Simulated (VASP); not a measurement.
# Fe (P6_3/mmc) in VASP: notebook

Fe is run at these levels: PBE; tasks: relaxation of shape and atoms at fixed volume, relaxation of cell and atoms.

Program: VASP 6.6.1. These are calculated values, not measurements. Logs are shortened: lines on timing, memory, paths and dates and some standing lists are left out, and cuts for length are marked.

### Step 1. The cell of the first run

It takes space group P6_3/mmc (No. 194, hexagonal). The conventional cell has a = 2.383 Å, b = 2.383 Å, c = 3.773 Å, α = 90.00°, β = 90.00°, γ = 120.00°. Within 3.1 Å of Fe (site symmetry -6m2) lie 12 Fe at 2.34 to 2.38 Å.

This isn't the form of Fe at room conditions, which is bcc.

### Step 2. Relaxation of shape and atoms at fixed volume, PBE (9.28 Å³/atom)

INCAR

```
PREC = Accurate ; ENCUT = 600
EDIFF = 1E-6 ; ISMEAR = 0
SIGMA = 0.1 ; LREAL = False
LASPH = True ; NELM = 80
ALGO = Normal ; ISIF = 4
LWAVE = False ; LCHARG = False
GGA = PE ; IBRION = 2
NSW = 50 ; EDIFFG = -0.01
```

KPOINTS

```
Automatic mesh
0
Gamma
  21 21 12
```

POSCAR

```
Fe
1.0
    2.3832689365      0.0000000000      0.0000000000
   -1.1916344682      2.0639714431      0.0000000000
    0.0000000000      0.0000000000      3.7734156870
Fe
2
Direct
    0.3333333333      0.6666666667      0.2500000000
    0.6666666667      0.3333333333      0.7500000000
```

Potentials or basis: VASP PAW PBE potentials, release 64 (Fe).

On the command line:

```bash
$ cat potpaw_PBE.64/Fe/POTCAR > POTCAR
$ mpirun -np 1 vasp_std > vasp.out
```

OUTCAR:

```text
PREC = Accurate
   ENCUT = 600
   EDIFF = 1E-6
   ISMEAR = 0
   LREAL = False
   LASPH = True
   NELM = 80
   ISIF = 4
   GGA = PE
   IBRION = 2
   NSW = 50
   EDIFFG = -0.01

 ion  position               nearest neighbor table
   1  0.333  0.667  0.250-   2 2.34   2 2.34   2 2.34   2 2.34   2 2.34   2 2.34
   2  0.667  0.333  0.750-   1 2.34   1 2.34   1 2.34   1 2.34   1 2.34   1 2.34

  LATTYP: Found a hexagonal cell.
 ALAT       =     2.3832689365
 C/A-ratio  =     1.5832941173

  Lattice vectors:

 A1 = (   2.3832689365,   0.0000000000,   0.0000000000)
 A2 = (  -1.1916344682,   2.0639714431,   0.0000000000)
 A3 = (   0.0000000000,   0.0000000000,   3.7734156870)

Analysis of symmetry for initial positions (statically):
=====================================================================
 Subroutine PRICEL returns:
 Original cell was already a primitive cell.

 Routine SETGRP: Setting up the symmetry group for a
 hexagonal supercell.

 Subroutine GETGRP returns: Found 24 space group operations
 (whereof 12 operations were pure point group operations)
 out of a pool of 24 trial point group operations.

The static configuration has the point symmetry D_3d.
 The point group associated with its full space group is D_6h.

Analysis of symmetry for dynamics (positions and initial velocities):
=====================================================================
 Subroutine PRICEL returns:
 Original cell was already a primitive cell.

 Routine SETGRP: Setting up the symmetry group for a
 hexagonal supercell.

 Subroutine GETGRP returns: Found 24 space group operations
 (whereof 12 operations were pure point group operations)
 out of a pool of 24 trial point group operations.

The dynamic configuration has the point symmetry D_3d.
 The point group associated with its full space group is D_6h.

 Subroutine INISYM returns: Found 24 space group operations
 (whereof 12 operations are pure point group operations),
 and found     1 'primitive' translations

----------------------------------------------------------------------------------------

                                     Primitive cell

  volume of cell :      18.5614

  direct lattice vectors                    reciprocal lattice vectors
     2.383268936  0.000000000  0.000000000     0.419591757  0.242251414  0.000000000
    -1.191634468  2.063971443  0.000000000     0.000000000  0.484502827  0.000000000
     0.000000000  0.000000000  3.773415687     0.000000000  0.000000000  0.265011884

  length of vectors
     2.383268936  2.383268937  3.773415687     0.484502827  0.484502827  0.265011884

  position of ions in fractional coordinates (direct lattice)
     0.333333333  0.666666667  0.250000000
     0.666666667  0.333333333  0.750000000

  ion indices of the primitive-cell ions
   primitive index   ion index
                 1           1
                 2           2

----------------------------------------------------------------------------------------

 KPOINTS: Automatic mesh

Automatic generation of k-mesh.
 Grid dimensions read from file:
 generate k-points for:   21   21   12

 Generating k-lattice:

  Cartesian coordinates                     Fractional coordinates (reciprocal lattice)
     0.019980560  0.011535782  0.000000000     0.047619048  0.000000000  0.000000000
     0.000000000  0.023071563  0.000000000     0.000000000  0.047619048  0.000000000
     0.000000000  0.000000000  0.022084324     0.000000000  0.000000000  0.083333333

  Length of vectors
     0.023071563  0.023071563  0.022084324

  Shift w.r.t. Gamma in fractional coordinates (k-lattice)
     0.000000000  0.000000000  0.000000000

 Subroutine IBZKPT returns following result:
 ===========================================

 Found    336 irreducible k-points:

 Following reciprocal coordinates:
            Coordinates               Weight
  0.000000  0.000000  0.000000      1.000000
  0.047619  0.000000  0.000000      6.000000
  0.095238  0.000000  0.000000      6.000000
  0.142857  0.000000  0.000000      6.000000
  0.190476  0.000000  0.000000      6.000000
  0.238095  0.000000  0.000000      6.000000
[... 16 lines left out ...]
  0.142857  0.095238  0.000000     12.000000
  0.190476  0.095238  0.000000     12.000000
 [... further k-points ...]
   k-points           NKPTS =    336   k-points in BZ     NKDIM =    336   number of bands    NBANDS=     12
   number of dos      NEDOS =    301   number of ions     NIONS =      2
   total plane-waves  NPLWV =  12000
   dimension x,y,z NGX =    20 NGY =   20 NGZ =   30
   dimension x,y,z NGXF=    40 NGYF=   40 NGZF=   60
   ions per type =               2
   NGX,Y,Z   is equivalent  to a cutoff of  13.95, 13.95, 13.22 a.u.
   NGXF,Y,Z  is equivalent  to a cutoff of  27.90, 27.90, 26.43 a.u.
 SYSTEM =  unknown system
   PREC   = accura    normal or accurate (medium, high low for compatibility)
   ISTART =      0    job   : 0-new  1-cont  2-samecut
   ICHARG =      2    charge: 1-file 2-atom 10-const
   ISPIN  =      1    spin polarized calculation?
   LNONCOLLINEAR =      F non collinear calculations
   LSORBIT =      F    spin-orbit coupling
   LASPH  =      T    aspherical Exc in radial PAW
   ENCUT  =  600.0 eV  44.10 Ry    6.64 a.u.   4.76  4.76  7.54*2*pi/ulx,y,z
   NELM   =     80;   NELMIN=  2; NELMDL= -5     # of ELM steps
   EDIFF  = 0.1E-05   stopping-criterion for ELM
   LREAL  =      F    real-space projection
   EDIFFG = -.1E-01   stopping-criterion for IOM
   NSW    =     50    number of steps for IOM
   IBRION =      2    ionic relax: 0-MD 1-quasi-New 2-CG
   NFREE  =      1    steps in history (QN), initial steepest desc. (CG)
   ISIF   =      4    stress and relaxation
   ISYM   =      2    0-nonsym 1-usesym 2-fastsym
   POTIM  = 0.5000    time-step for ionic-motion
   TEBEG  =    0.0;   TEEND  =   0.0 temperature during run
   PSTRESS=    0.0 pullay stress
   NELECT =      16.0000    total number of electrons
   NUPDOWN=      -1.0000    fix difference up-down
   EMIN   =  10.00;   EMAX   =-10.00  energy-range for DOS
   EFERMI =   0.00;   METHOD = LEGACY
   ISMEAR =     0;   SIGMA  =   0.10  broadening in eV -4-tet -1-fermi 0-gaus
   EFERMI_NEDOS =   21; number of points for ismear=-14 and -15
   IALGO  =     38    algorithm
   IMIX   =      4    mixing-type and parameters
     AMIX     =   0.40;   BMIX     =  1.00
     AMIX_MAG =   1.60;   BMIX_MAG =  1.00
  volume/ion in A,a.u.               =       9.28        62.63
  Fermi-wavevector in a.u.,A,eV,Ry     =   1.558037  2.944263 33.027850  2.427479
  Thomas-Fermi vector in A             =   2.661600
   LORBIT       =      0    0 simple, 1 ext, 2 COOP (PROOUT), +10 PAW based schemes
   GGA     = PE    functional components
   LHFCALC =     F    Hartree Fock is set to
   AEXX    =    0.0000 exact exchange contribution
   IVDW    =     0    specifies the selected vdW correction
   LEPSILON=     F    determine dielectric tensor
   LRPA    =     F    only Hartree local field effects (RPA)
 conjugate gradient relaxation of ions
 non-spin polarized calculation
 Gauss-broadening in eV      SIGMA  =   0.10
  energy-cutoff  :      600.00
  volume of cell :       18.56
 maximum number of plane-waves:       640
 NGX is ok and might be reduce to    20
   NGX =  9   NGY =  9   NGZ = 15

 number of electron      16.0000002 magnetization

 Free energy of the ion-electron system (eV)
  ---------------------------------------------------
  ext. energy  EPLUGINS =         0.00000000
  ---------------------------------------------------
  free energy    TOTEN  =       -16.14372315 eV

  energy without entropy =      -16.13121950  energy(sigma->0) =      -16.13747133

 E-fermi :   8.0166     XC(G=0): -14.3481

 val. band max:        8.0156512494   @ k =   0.0952   0.0952   0.3333
 cond. band min:       8.0201746907   @ k =   0.2381   0.2381   0.1667
 fundamental gap:      0.0045234413
 Fermi energy:         8.0165533558

 k-point     1 :       0.0000    0.0000    0.0000
  band No.  band energies     occupation
      1      -1.4395      2.00000
      2       2.4972      2.00000
      3       6.1214      2.00000
      4       6.1214      2.00000
      5       6.2626      2.00000
      6       6.6579      2.00000
      7       6.6579      2.00000
      8       7.0600      2.00000
      9       7.0600      2.00000
     10       8.5927      0.00000
     11       8.8299      0.00000
     12       8.8299      0.00000

 k-point     2 :       0.0476    0.0000    0.0000
  band No.  band energies     occupation
      1      -1.3479      2.00000
      2       2.5585      2.00000
      3       5.9630      2.00000
      4       6.1759      2.00000
      5       6.3993      2.00000
      6       6.6292      2.00000
      7       6.7057      2.00000
      8       6.9967      2.00000
      9       7.0214      2.00000
     10       7.8476      1.98311
     11       8.8490      0.00000
     12       9.6851      0.00000

 k-point     3 :       0.0952    0.0000    0.0000
  band No.  band energies     occupation
      1      -1.0773      2.00000
      2       2.7329      2.00000
      3       5.7197      2.00000
      4       6.3366      2.00000
      5       6.5146      2.00000
      6       6.6245      2.00000
      7       6.6693      2.00000
      8       6.8462      2.00000
      9       6.9142      2.00000
     10       7.2814      2.00000
     11       8.8996      0.00000
     12      10.7215      0.00000

 k-point     4 :       0.1429    0.0000    0.0000
  band No.  band energies     occupation
      1      -0.6402      2.00000
      2       2.9885      2.00000
      3       5.4506      2.00000
      4       6.0322      2.00000
      5       6.4065      2.00000
      6       6.5948      2.00000
      7       6.7586      2.00000
      8       6.8420      2.00000
      9       7.0627      2.00000
     10       7.0709      2.00000
     11       8.9669      0.00000
     12      11.8215      0.00000

 k-point     5 :       0.1905    0.0000    0.0000
  band No.  band energies     occupation
      1      -0.0603      2.00000
      2       3.2627      2.00000
      3       5.1964      2.00000
      4       5.3835      2.00000
      5       6.2878      2.00000
      6       6.5768      2.00000
      7       6.9123      2.00000
      8       6.9357      2.00000
      9       7.1239      2.00000
     10       7.3653      2.00000
     11       9.0370      0.00000
     12      12.9747      0.00000
[... 228 lines left out ...]
      1       2.8974      2.00000
      2       3.1472      2.00000
      3       3.2871      2.00000
      4       5.7138      2.00000
      5       5.7694      2.00000
      6       6.2732      2.00000
      7       6.8116      2.00000
      8       8.9783      0.00000
      9       9.1722      0.00000
     10       9.2349      0.00000
     11      11.1260      0.00000
     12      13.4957      0.00000

 k-point    22 :       0.0952    0.0952    0.0000
  band No.  band energies     occupation
      1      -0.3844      2.00000
      2       3.1335      2.00000
      3       5.2897      2.00000
      4       5.7641      2.00000
      5       6.3788      2.00000
      6       6.5366      2.00000
      7       6.7761      2.00000
      8       6.8487      2.00000
      9       7.1033      2.00000
     10       7.2747      2.00000
     11       8.9804      0.00000
     12      12.3573      0.00000

 k-point    23 :       0.1429    0.0952    0.0000
  band No.  band energies     occupation
      1       0.1848      2.00000
      2       3.4011      2.00000
      3       5.0240      2.00000
      4       5.2130      2.00000
      5       6.2865      2.00000
      6       6.3343      2.00000
      7       7.0045      2.00000
      8       7.0407      2.00000
      9       7.1374      2.00000
     10       7.6268      2.00000
     11       9.0278      0.00000
     12      13.4142      0.00000

 k-point    24 :       0.1905    0.0952    0.0000
  band No.  band energies     occupation
      1       0.8582      2.00000
      2       3.6067      2.00000
      3       4.7012      2.00000
      4       4.8138      2.00000
      5       6.1528      2.00000
      6       6.2388      2.00000
      7       6.8711      2.00000
      8       7.2975      2.00000
      9       7.5542      2.00000
     10       8.0450      0.68708
     11       9.0732      0.00000
     12      14.5537      0.00000

 [... further k-points ...]

------------------------ aborting loop because EDIFF is reached ----------------------------------------

  FORCE on cell =-STRESS in cart. coord.  units (eV):
  Direction    XX          YY          ZZ          XY          YZ          ZX
  --------------------------------------------------------------------------------------
  -------------------------------------------------------------------------------------
  Total        3.7964514      3.7964514      3.8206652      0.0000000      0.0000000      0.0000000
  in kB      327.7004527    327.7004527    329.7905307      0.0000000      0.0000000      0.0000000
  external PRESSURE =     328.3971454 kB  Pullay stress =       0.0000000 kB

 VOLUME and BASIS-vectors are now :
 -----------------------------------------------------------------------------
  energy-cutoff  :      600.00
  volume of cell :       18.56
      direct lattice vectors                 reciprocal lattice vectors
     2.383268936  0.000000000  0.000000000     0.419591757  0.242251414  0.000000000
    -1.191634468  2.063971443  0.000000000     0.000000000  0.484502827  0.000000000
     0.000000000  0.000000000  3.773415687     0.000000000  0.000000000  0.265011884

 POSITION                                       TOTAL-FORCE (eV/Angst)
 -----------------------------------------------------------------------------------
     -0.00000      1.37598      0.94335        -0.000000      0.000000      0.000000
      1.19163      0.68799      2.83006         0.000000     -0.000000      0.000000
 -----------------------------------------------------------------------------------
    total drift:                                0.000000      0.000000     -0.000000

  FREE ENERGIE OF THE ION-ELECTRON SYSTEM (eV)
  ---------------------------------------------------
  free  energy   TOTEN  =       -16.1437231461 eV

  energy  without entropy=      -16.1312195043  energy(sigma->0) =      -16.13747133

 reached required accuracy - stopping structural energy minimisation
```

Wall time 64 s (1 thread of Intel Xeon 8259CL, shared host); peak memory 0.21 GiB.

What came out:

* Free energy: -16.1437 eV
* Pressure after relaxing: 32.8 GPa
* Band gap on the k mesh: zero (bands 8 and 9 overlap by 2.15 eV)

Final structure:
```
Fe
1.0
     2.38327    0.00000    0.00000
    -1.19163    2.06397    0.00000
     0.00000    0.00000    3.77342
Fe
2
Direct
  0.33333 0.66667 0.25000
  0.66667 0.33333 0.75000
```

Levels at points of the mesh, in eV from the Fermi level:
| k point | band 6 | band 7 | band 8 | band 9 | band 10 | band 11 |
| --- | --- | --- | --- | --- | --- | --- |
| (0.00, 0.00, 0.00) | -1.36 | -1.36 | -0.96 | -0.96 | 0.58 | 0.81 |
| (0.00, 0.00, 0.50) | -2.02 | -2.02 | -2.02 | 0.37 | 0.37 | 0.37 |

Caveat: the relaxation stopped at its first step, so nothing moved; the run has no spin polarisation, though such a crystal can be magnetic.

(Continued in part 2 of 2.)
